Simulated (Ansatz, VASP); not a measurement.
# W in VASP and in Ansatz

```
W
1.0
     2.90036    0.00000    0.00000
     0.00000    5.02088    0.00000
     0.00000    0.00000    5.08263
W
4
Direct
  0.79317 0.56316 0.25000
  0.20683 0.06316 0.25000
  0.20683 0.43684 0.75000
  0.79317 0.93684 0.75000
```

Alike in both runs: task single point; functional r2SCAN; k mesh 8 × 5 × 5; no spin polarisation.

```csv
,VASP,Ansatz
version,VASP 6.6.1,Ansatz 0.2.0
potentials or method,"VASP PAW PBE potentials, release 64 (W_sv), cutoff 520 eV","plane waves, PAW"
occupations,"methfessel-paxton of order 1, width 0.1 eV",cold
valence electrons in the cell,56,56
```

|  | VASP | Ansatz | Ansatz less VASP |
| --- | --- | --- | --- |
| pressure (GPa) | -26.8 | -27.4 | -0.59 |
| traceless stress, the component that is largest in VASP (GPa) | 3.53 | 3.39 | -0.138 |

VASP's potentials were made for PBE, not for r2SCAN.

Spin-orbit coupling is off throughout.
